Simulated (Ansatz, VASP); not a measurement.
**Nb: VASP beside Ansatz**

The input POSCAR:

```
Nb
1.0
    2.8259633301      0.0000000000      0.0000000000
   -1.4129816650      2.4473560340      0.0000000000
    0.0000000000      0.0000000000      5.3220309225
Nb
2
Direct
    0.3333333333      0.6666666667      0.2500000000
    0.6666666667      0.3333333333      0.7500000000
```

INCAR.step1

```
SYSTEM = Nb
  PREC = Accurate
  ENCUT = 600
  ISMEAR = 0
  SIGMA = 0.1
  LREAL = .FALSE.
  LASPH = .TRUE.
  NELM = 80
  GGA = PE
  ALGO = Normal
  EDIFF = 1E-4
  LWAVE = .TRUE.
  LCHARG = .FALSE.
```

File INCAR.step2:

```
SYSTEM = Nb
  PREC = Accurate
  ENCUT = 600
  EDIFF = 1E-7
  ISMEAR = 0
  SIGMA = 0.1
  LREAL = .FALSE.
  LASPH = .TRUE.
  NELM = 80
  ALGO = Normal
  ISIF = 3
  LWAVE = .FALSE.
  LCHARG = .FALSE.
  METAGGA = R2SCAN
  LMIXTAU = .TRUE.
  IBRION = 2
  NSW = 90
  EDIFFG = -0.04
  ISTART = 1
```

The input KPOINTS:

```
regular mesh
0
G
  9 9 4
  0 0 0
```

Input for Ansatz:

```yaml
crystal:
  lattice:
    - [2.8259633301, 0.0, 0.0]
    - [-1.412981665, 2.447356034, 0.0]
    - [0.0, 0.0, 5.3220309225]
  atoms:
    - { symbol: Nb, position: [0.3333333333, 0.6666666667, 0.25] }
    - { symbol: Nb, position: [0.6666666667, 0.3333333333, 0.75] }
basis:
  ecutwfc: 500
kpoints:
  mp_grid: { grid: [9, 9, 4] }
hamiltonian:
  xc: r2scan
scf:
  occupations: { method: gaussian, width: 0.1 }
  lower_state_search: "off"
output:
  forces: true
  stress: true
  eigenvalues: true
relax:
  adjacent_minimum: "off"
  f_tol: 0.04
  max_steps: 70
  cell: { stress_tol: 0.4 }
```

Alike in both runs: task relaxation of cell and atoms; functional r2SCAN; k mesh 9 × 9 × 4; occupations gaussian, width 0.1 eV; no spin polarisation.

```csv
,VASP,Ansatz
version,VASP 6.6.1,Ansatz 0.2.0
potentials or method,"VASP PAW PBE potentials, release 64 (Nb_sv), cutoff 600 eV","scalar-relativistic, plane waves, PAW"
valence electrons in the cell,26,26
```

|  | VASP | Ansatz | Ansatz less VASP |
| --- | --- | --- | --- |
| gap on the k mesh at the Fermi level, each at its own relaxed structure (eV) | none | none | - |
| relaxed volume (Å³/atom) | 18.52 | 18.54 | +0.023 |
| relaxed cell length with the largest relative difference (Å) | 5.308 | 5.314 | +0.0054 |

VASP's potentials were made for PBE, not for r2SCAN. A gap of «none» marks a metal or a gap that the smearing closes.
